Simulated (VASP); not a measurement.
# La (Im-3m) in VASP: notebook

La is run at these levels: r2SCAN; tasks: single point.

All numbers are computed with VASP 6.6.1; they aren't measurements. Logs are shortened: lines on timing, memory, paths and dates and some standing lists are left out, and cuts for length are marked.

## 1. The cell of the first run

Symmetry: Im-3m, No. 229, cubic system. Conventional cell: a = 4.253 Å, b = 4.253 Å, c = 4.253 Å, α = 90.00°, β = 90.00°, γ = 90.00°. Within 4.8 Å of La (site symmetry m-3m) lie 14 La at 3.68 to 4.25 Å.

This isn't the form of La at room conditions, which is double hcp.

## 2. Single point, r2SCAN

File POSCAR:

```
La
1.0
   -2.1263823034      2.1263823034      2.1263823034
    2.1263823034     -2.1263823034      2.1263823034
    2.1263823034      2.1263823034     -2.1263823034
La
1
Direct
    0.0000000000      0.0000000000      0.0000000000
```

File INCAR.step1:

```
PREC = Accurate
ENCUT = 520
ISMEAR = -1
SIGMA = 0.1
LREAL = False
LASPH = True
NELM = 80
NBANDS = 12
GGA = PE
ALGO = Normal
EDIFF = 1E-4
LWAVE = True
LCHARG = False
```

File INCAR.step2:

```
PREC = Accurate
ENCUT = 520
EDIFF = 1E-6
ISMEAR = -1
SIGMA = 0.1
LREAL = False
LASPH = True
NELM = 80
ALGO = Normal
ISIF = 2
LWAVE = False
LCHARG = True
METAGGA = R2SCAN
LMIXTAU = True
LELF = True
LVHAR = True
NBANDS = 12
ISTART = 1
```

File KPOINTS:

```
regular mesh
0
Gamma
  11 11 11
```

Potentials or basis: VASP PAW PBE potentials, release 64 (La).

The run is started by

```console
$ cat potpaw_PBE.64/La/POTCAR > POTCAR
$ cp INCAR.step1 INCAR
$ mpirun -np 1 vasp_std > vasp.out
$ cp INCAR.step2 INCAR
$ mpirun -np 1 vasp_std > vasp.out
```

OUTCAR:

```text
PREC = Accurate
   ENCUT = 520
   EDIFF = 1E-6
   ISMEAR = -1
   LREAL = False
   LASPH = True
   NELM = 80
   ISIF = 2
   METAGGA = R2SCAN
   ISTART = 1

 ion  position               nearest neighbor table
   1  0.000  0.000  0.000-

  LATTYP: Found a body centered cubic cell.
 ALAT       =     4.2527646068

  Lattice vectors:

 A1 = (  -2.1263823034,   2.1263823034,   2.1263823034)
 A2 = (   2.1263823034,  -2.1263823034,   2.1263823034)
 A3 = (   2.1263823034,   2.1263823034,  -2.1263823034)

Analysis of symmetry for initial positions (statically):
=====================================================================
 Subroutine PRICEL returns:
 Original cell was already a primitive cell.

 Routine SETGRP: Setting up the symmetry group for a
 body centered cubic supercell.

 Subroutine GETGRP returns: Found 48 space group operations
 (whereof 48 operations were pure point group operations)
 out of a pool of 48 trial point group operations.

The static configuration has the point symmetry O_h .

Analysis of symmetry for dynamics (positions and initial velocities):
=====================================================================
 Subroutine PRICEL returns:
 Original cell was already a primitive cell.

 Routine SETGRP: Setting up the symmetry group for a
 body centered cubic supercell.

 Subroutine GETGRP returns: Found 48 space group operations
 (whereof 48 operations were pure point group operations)
 out of a pool of 48 trial point group operations.

The dynamic configuration has the point symmetry O_h .

 Subroutine INISYM returns: Found 48 space group operations
 (whereof 48 operations are pure point group operations),
 and found     1 'primitive' translations

----------------------------------------------------------------------------------------

                                     Primitive cell

  volume of cell :      38.4578

  direct lattice vectors                    reciprocal lattice vectors
    -2.126382303  2.126382303  2.126382303     0.000000000  0.235141159  0.235141159
     2.126382303 -2.126382303  2.126382303     0.235141159  0.000000000  0.235141159
     2.126382303  2.126382303 -2.126382303     0.235141159  0.235141159  0.000000000

  length of vectors
     3.683002186  3.683002186  3.683002186     0.332539817  0.332539817  0.332539817

  position of ions in fractional coordinates (direct lattice)
     0.000000000  0.000000000  0.000000000

  ion indices of the primitive-cell ions
   primitive index   ion index
                 1           1

----------------------------------------------------------------------------------------

 KPOINTS: regular mesh

Automatic generation of k-mesh.
 Grid dimensions read from file:
 generate k-points for:   11   11   11

 Generating k-lattice:

  Cartesian coordinates                     Fractional coordinates (reciprocal lattice)
     0.000000000  0.021376469  0.021376469     0.090909091  0.000000000  0.000000000
     0.021376469  0.000000000  0.021376469     0.000000000  0.090909091  0.000000000
     0.021376469  0.021376469  0.000000000     0.000000000  0.000000000  0.090909091

  Length of vectors
     0.030230892  0.030230892  0.030230892

  Shift w.r.t. Gamma in fractional coordinates (k-lattice)
     0.000000000  0.000000000  0.000000000

 Subroutine IBZKPT returns following result:
 ===========================================

 Found     56 irreducible k-points:

 Following reciprocal coordinates:
            Coordinates               Weight
  0.000000  0.000000  0.000000      1.000000
  0.090909  0.000000  0.000000     12.000000
  0.181818  0.000000  0.000000     12.000000
  0.272727  0.000000  0.000000     12.000000
  0.363636  0.000000  0.000000     12.000000
  0.454545  0.000000  0.000000     12.000000
[... 16 lines left out ...]
  0.272727  0.181818  0.090909     48.000000
  0.363636  0.181818  0.090909     24.000000
 [... further k-points ...]
   k-points           NKPTS =     56   k-points in BZ     NKDIM =     56   number of bands    NBANDS=     12
   number of dos      NEDOS =    301   number of ions     NIONS =      1
   total plane-waves  NPLWV =  21952
   dimension x,y,z NGX =    28 NGY =   28 NGZ =   28
   dimension x,y,z NGXF=    56 NGYF=   56 NGZF=   56
   ions per type =               1
   NGX,Y,Z   is equivalent  to a cutoff of  12.64, 12.64, 12.64 a.u.
   NGXF,Y,Z  is equivalent  to a cutoff of  25.28, 25.28, 25.28 a.u.
 SYSTEM =  unknown system
   PREC   = accura    normal or accurate (medium, high low for compatibility)
   ISTART =      1    job   : 0-new  1-cont  2-samecut
   ICHARG =      0    charge: 1-file 2-atom 10-const
   ISPIN  =      1    spin polarized calculation?
   LNONCOLLINEAR =      F non collinear calculations
   LSORBIT =      F    spin-orbit coupling
   LASPH  =      T    aspherical Exc in radial PAW
   ENCUT  =  520.0 eV  38.22 Ry    6.18 a.u.   6.85  6.85  6.85*2*pi/ulx,y,z
   NELM   =     80;   NELMIN=  2; NELMDL=  0     # of ELM steps
   EDIFF  = 0.1E-05   stopping-criterion for ELM
   LREAL  =      F    real-space projection
   EDIFFG = 0.1E-04   stopping-criterion for IOM
   NSW    =      0    number of steps for IOM
   IBRION =     -1    ionic relax: 0-MD 1-quasi-New 2-CG
   NFREE  =      0    steps in history (QN), initial steepest desc. (CG)
   ISIF   =      2    stress and relaxation
   ISYM   =      2    0-nonsym 1-usesym 2-fastsym
   POTIM  = 0.5000    time-step for ionic-motion
   TEBEG  =    0.0;   TEEND  =   0.0 temperature during run
   PSTRESS=    0.0 pullay stress
   NELECT =      11.0000    total number of electrons
   NUPDOWN=      -1.0000    fix difference up-down
   EMIN   =  10.00;   EMAX   =-10.00  energy-range for DOS
   EFERMI =   0.00;   METHOD = LEGACY
   ISMEAR =    -1;   SIGMA  =   0.10  broadening in eV -4-tet -1-fermi 0-gaus
   EFERMI_NEDOS =   21; number of points for ismear=-14 and -15
   IALGO  =     38    algorithm
   IMIX   =      4    mixing-type and parameters
     AMIX     =   0.40;   BMIX     =  1.00
     AMIX_MAG =   1.60;   BMIX_MAG =  1.00
  volume/ion in A,a.u.               =      38.46       259.53
  Fermi-wavevector in a.u.,A,eV,Ry     =   1.078643  2.038340 15.829979  1.163471
  Thomas-Fermi vector in A             =   2.214587
   LORBIT       =      0    0 simple, 1 ext, 2 COOP (PROOUT), +10 PAW based schemes
   METAGGA = R2SCAN    functional components
   LHFCALC =     F    Hartree Fock is set to
   AEXX    =    0.0000 exact exchange contribution
   IVDW    =     0    specifies the selected vdW correction
   LEPSILON=     F    determine dielectric tensor
   LRPA    =     F    only Hartree local field effects (RPA)
 non-spin polarized calculation
  energy-cutoff  :      520.00
  volume of cell :       38.46
 maximum number of plane-waves:      1055
   NGX = 13   NGY = 13   NGZ = 13

 number of electron      10.9999999 magnetization

 Free energy of the ion-electron system (eV)
  ---------------------------------------------------
  ext. energy  EPLUGINS =         0.00000000
  ---------------------------------------------------
  free energy    TOTEN  =       -29.66604137 eV

  energy without entropy =      -29.58363344  energy(sigma->0) =      -29.62483741

 E-fermi :   7.6787     XC(G=0): -10.0756

 val. band max:        7.6695584274   @ k =  -0.2727   0.3636   0.0909
 cond. band min:       7.6913060577   @ k =   0.3636   0.0909   0.0000
 fundamental gap:      0.0217476303
 Fermi energy:         7.6787313017

 k-point     1 :       0.0000    0.0000    0.0000
  band No.  band energies     occupation
      1     -26.5045      2.00000
      2      -9.0740      2.00000
      3      -9.0740      2.00000
      4      -9.0740      2.00000
      5       4.2665      2.00000
      6       9.3321      0.00000
      7       9.3321      0.00000
      8       9.3321      0.00000
      9       9.3969      0.00000
     10       9.3969      0.00000
     11       9.3969      0.00000
     12      10.1552      0.00000

 k-point     2 :       0.0909    0.0000    0.0000
  band No.  band energies     occupation
      1     -26.4892      2.00000
      2      -9.1895      2.00000
      3      -9.1068      2.00000
      4      -9.0758      2.00000
      5       4.5258      2.00000
      6       8.9527      0.00001
      7       8.9630      0.00001
      8       9.3819      0.00000
      9       9.4361      0.00000
     10       9.6440      0.00000
     11       9.6593      0.00000
     12      10.1360      0.00000

 k-point     3 :       0.1818    0.0000    0.0000
  band No.  band energies     occupation
      1     -26.4481      2.00000
      2      -9.4862      2.00000
      3      -9.1931      2.00000
      4      -9.0806      2.00000
      5       5.1836      2.00000
      6       8.4726      0.00071
      7       8.5131      0.00048
      8       9.3540      0.00000
      9       9.6055      0.00000
     10       9.7863      0.00000
     11       9.8426      0.00000
     12      10.0794      0.00000

 k-point     4 :       0.2727    0.0000    0.0000
  band No.  band energies     occupation
      1     -26.3934      2.00000
      2      -9.8504      2.00000
      3      -9.3032      2.00000
      4      -9.0870      2.00000
      5       5.8134      2.00000
      6       8.0951      0.03062
      7       8.3175      0.00336
      8       9.3453      0.00000
      9       9.7032      0.00000
     10       9.8322      0.00000
     11       9.9471      0.00000
     12      10.0650      0.00000

 k-point     5 :       0.3636    0.0000    0.0000
  band No.  band energies     occupation
      1     -26.3423      2.00000
      2     -10.1651      2.00000
      3      -9.4015      2.00000
      4      -9.0931      2.00000
      5       5.9228      2.00000
      6       7.7800      0.53298
      7       8.8379      0.00002
      8       9.3620      0.00000
      9       9.7506      0.00000
     10       9.8899      0.00000
     11      10.0023      0.00000
     12      10.0839      0.00000
[... 228 lines left out ...]
      1     -26.4744      2.00000
      2      -9.2349      2.00000
      3      -9.1401      2.00000
      4      -9.1401      2.00000
      5       4.7753      2.00000
      6       8.9307      0.00001
      7       8.9308      0.00001
      8       9.0898      0.00000
      9       9.3589      0.00000
     10       9.7854      0.00000
     11       9.7854      0.00000
     12      10.0530      0.00000

 k-point    22 :       0.1818    0.1818    0.0909
  band No.  band energies     occupation
      1     -26.3380      2.00000
      2     -10.0797      2.00000
      3      -9.4130      2.00000
      4      -9.2578      2.00000
      5       6.9125      1.99906
      6       7.6449      1.16765
      7       7.8983      0.20031
      8       9.6555      0.00000
      9       9.8081      0.00000
     10       9.8762      0.00000
     11       9.8857      0.00000
     12      10.0759      0.00000

 k-point    23 :       0.2727    0.1818    0.0909
  band No.  band energies     occupation
      1     -26.3077      2.00000
      2     -10.1436      2.00000
      3      -9.5843      2.00000
      4      -9.2931      2.00000
      5       6.9542      1.99857
      6       7.6233      1.27040
      7       8.4799      0.00066
      8       9.6817      0.00000
      9       9.7844      0.00000
     10       9.9066      0.00000
     11       9.9516      0.00000
     12      10.0553      0.00000

 k-point    24 :       0.3636    0.1818    0.0909
  band No.  band energies     occupation
      1     -26.2964      2.00000
      2     -10.1510      2.00000
      3      -9.6672      2.00000
      4      -9.3036      2.00000
      5       6.8913      1.99924
      6       7.6181      1.29399
      7       8.8967      0.00001
      8       9.6752      0.00000
      9       9.7593      0.00000
     10       9.9092      0.00000
     11      10.0148      0.00000
     12      10.0354      0.00000

 [... further k-points ...]

------------------------ aborting loop because EDIFF is reached ----------------------------------------

  FORCE on cell =-STRESS in cart. coord.  units (eV):
  Direction    XX          YY          ZZ          XY          YZ          ZX
  --------------------------------------------------------------------------------------
  -------------------------------------------------------------------------------------
  Total        0.0097992      0.0097992      0.0097992     -0.0000000     -0.0000000     -0.0000000
  in kB        0.4082425      0.4082425      0.4082425     -0.0000000     -0.0000000     -0.0000000
  external PRESSURE =       0.4082425 kB  Pullay stress =       0.0000000 kB

 VOLUME and BASIS-vectors are now :
 -----------------------------------------------------------------------------
  energy-cutoff  :      520.00
  volume of cell :       38.46
      direct lattice vectors                 reciprocal lattice vectors
    -2.126382303  2.126382303  2.126382303     0.000000000  0.235141159  0.235141159
     2.126382303 -2.126382303  2.126382303     0.235141159  0.000000000  0.235141159
     2.126382303  2.126382303 -2.126382303     0.235141159  0.235141159  0.000000000

 POSITION                                       TOTAL-FORCE (eV/Angst)
 -----------------------------------------------------------------------------------
      0.00000      0.00000      0.00000         0.000000      0.000000      0.000000
 -----------------------------------------------------------------------------------
    total drift:                               -0.000000     -0.000000     -0.000000

  FREE ENERGIE OF THE ION-ELECTRON SYSTEM (eV)
  ---------------------------------------------------
  free  energy   TOTEN  =       -29.6660413728 eV

  energy  without entropy=      -29.5836334400  energy(sigma->0) =      -29.62483741
```

Run time: 65 s. Hardware: 1 thread of Intel Xeon Platinum 8488C (Sapphire Rapids), shared host; peak memory 0.19 GiB.

What came out:

```
Free energy            : -29.6660 eV
Pressure               : 0.0 GPa
Band gap on the k mesh : zero (an odd number of electrons rules out a gap without spin polarisation)
```

Caveat: the PAW data sets were made with another functional, which shifts forces and pressure a little; spin-orbit coupling is left out, which moves the levels of the heavy elements.

(Part 1 of 2 ends here.)

The gap in the log of VASP goes by the Fermi energy; the results here count the filled bands.